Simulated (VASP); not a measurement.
A run of VASP 6.6.1:

File INCAR:

```
SYSTEM = Bi
PREC = Accurate ; ENCUT = 520
EDIFF = 1E-6 ; ISMEAR = 0
SIGMA = 0.02 ; LREAL = .FALSE.
LASPH = .TRUE. ; NELM = 80
ALGO = Normal ; ISIF = 2
LWAVE = .FALSE. ; LCHARG = .TRUE.
LDIPOL = .TRUE. ; IDIPOL = 3
DIPOL = 0.5 0.5 0.500 ; GGA = PE
LELF = .TRUE. ; LVHAR = .TRUE.
LVACPOTAV = .TRUE. ; NBANDS = 22
```

Contents of KPOINTS:

```
regular mesh
0
G
  9 9 1
  0 0 0
```

Contents of POSCAR:

```
Bi
1.0
    4.3490000000      0.0000000000      0.0000000000
   -2.1745000000      3.7663444811      0.0000000000
    0.0000000000      0.0000000000     28.0000000000
Bi
2
Direct
    0.3333333333      0.6666666667      0.5000000000
    0.6666666667      0.3333333333      0.5000000000
```

Potentials or basis: VASP PAW PBE potentials, release 64 (Bi_d).

Run with:

```bash
$ cat potpaw_PBE.64/Bi_d/POTCAR > POTCAR
$ mpirun -np 1 vasp_std > vasp.out
```

Hardware: 1 thread of Intel Xeon 8259CL, on a shared host.

Problem. Estimate the wall time of this run.

Solution. Run time: 4.1 min on 1 thread of Intel Xeon 8259CL, on a shared host, peak memory 0.49 GiB. Counts: scf iterations 21, k points 12.
